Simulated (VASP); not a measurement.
## BeS: single point with LDA

Crystal: BeS.

```xyz
4
Lattice="3.3002 0.0000 0.0000 -1.6501 2.8581 0.0000 0.0000 0.0000 5.2552" Properties=species:S:1:pos:R:3 pbc="T T T"
Be    0.0000    0.0000    0.0000
Be    0.0000    0.0000    2.6276
S     0.0000    1.9054    1.3138
S     1.6501    0.9527    3.9414
```

```
Program                : VASP 6.6.1
Task                   : single point
Functional             : LDA
Potentials or basis    : VASP PAW LDA potentials, release 64 (Be, S)
Cutoff                 : 520 eV
k mesh                 : 12 × 12 × 6
Occupations            : gaussian, width 0.01 eV
Spin                   : no spin polarisation
Dipole correction      : no
Further INCAR settings : ALGO = Normal; EDIFF = 1e-06; NBANDS = 16
```

| Property | Result |
| --- | --- |
| Pressure | -5.4 GPa |
| Band gap on the k mesh | 1.45 eV, indirect (least direct gap 3.35 eV) |

Stress tensor (GPa, compression positive):
```
-5.32  0.00  0.00
 0.00 -5.32  0.00
 0.00  0.00 -5.43
```

Levels at points of the mesh, in eV from the valence-band top:
| k point | band 4 | band 5 | band 6 | band 7 | band 8 | band 9 | band 10 | band 11 | band 12 | band 13 |
| --- | --- | --- | --- | --- | --- | --- | --- | --- | --- | --- |
| (0.00, 0.00, 0.00) | -0.80 | -0.80 | -0.74 | -0.74 | 0.00 | 3.35 | 4.74 | 5.67 | 5.67 | 6.37 |
| (0.50, 0.00, 0.00) | -5.92 | -4.95 | -3.45 | -2.68 | -0.62 | 3.04 | 3.71 | 3.81 | 3.92 | 7.37 |
| (0.00, 0.00, 0.50) | -3.97 | -0.69 | -0.69 | -0.69 | -0.69 | 4.24 | 4.24 | 5.10 | 5.10 | 5.10 |
| (0.50, 0.00, 0.50) | -7.15 | -2.42 | -2.42 | -2.25 | -2.25 | 3.08 | 3.08 | 4.36 | 4.36 | 7.41 |

Run time: 30 s on 1 thread of Intel Xeon 6975P-C, with other jobs on the host, peak memory 0.18 GiB.

A k mesh can miss the band edges. A hybrid or GW would open this gap; LDA tends to underestimate it.
